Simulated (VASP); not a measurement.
A run of VASP 6.6.1:

Contents of INCAR:

```
  ALGO = Normal
  EDIFF = 1E-6
  ENCUT = 500
  GGA = PS
  GGA_COMPAT = F
  ISIF = 2
  ISMEAR = 0
  LASPH = T
  LCHARG = F
  LREAL = F
  LWAVE = F
  NBANDS = 22
  NELM = 120
  PREC = Accurate
  SIGMA = 0.1
```

KPOINTS

```
k-points
0
Gamma
  12 12 12
```

POSCAR

```
Sb
1.0
    2.1873971037      1.2628943066      3.8080598400
   -2.1873971037      1.2628943066      3.8080598400
    0.0000000000     -2.5257886132      3.8080598400
Sb
2
Direct
    0.2336400000      0.2336400000      0.2336400000
    0.7663600000      0.7663600000      0.7663600000
```

Potentials or basis: VASP PAW PBE potentials, release 64 (Sb_d_GW).

The run is started by

```bash
$ cat potpaw_PBE.64/Sb_d_GW/POTCAR > POTCAR
$ mpirun -np 1 vasp_std > vasp.out
```

Hardware: 1 thread of Intel(R) Xeon(R) 6975P-C (Granite Rapids), with other jobs on the host.

Question: How long does it take, and how much memory?

Answer: Wall time 100 s on 1 thread of Intel(R) Xeon(R) 6975P-C (Granite Rapids) (shared host), peak memory 0.38 GiB. Counts: scf iterations 11, k points 189.
